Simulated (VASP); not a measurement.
A run of VASP 6.6.1 is set up as follows.

Contents of INCAR:

```
PREC = Accurate ; ENCUT = 520
EDIFF = 1E-7 ; ISMEAR = -1
SIGMA = 0.1 ; LREAL = F
LASPH = T ; NELM = 100
ALGO = Normal ; ISIF = 2
LWAVE = F ; LCHARG = F
GGA = CA ; NBANDS = 40
```

File KPOINTS:

```
regular mesh
0
Gamma
  4 5 5
```

Contents of POSCAR:

```
NaLu
1.0
    5.8426666682      0.0000000000      0.0000000000
    0.0000000000      4.3763378093      0.0000000000
    0.0000000000      0.0000000000      4.3763378093
Na Lu
2 2
Direct
    0.0000000000      0.0000000000      0.0000000000
    0.0000000000      0.5000000000      0.5000000000
    0.5000000000      0.0000000000      0.5000000000
    0.5000000000      0.5000000000      0.0000000000
```

Potentials or basis: VASP PAW PBE potentials, release 64 (Na_pv, Lu).

The run is started by

```console
$ cat potpaw_PBE.64/Na_pv/POTCAR potpaw_PBE.64/Lu/POTCAR > POTCAR
$ mpirun -np 1 vasp_std > vasp.out
```

(1) Predict the pressure.

(2) Predict the band gap on the k mesh.

Results:

(1) 0.1 GPa.

(2) zero (bands 32 and 33 overlap by 0.18 eV).

Caveat: the PAW data sets were made with another functional, which shifts forces and pressure a little; spin-orbit coupling is left out, which moves the levels of the heavy elements.
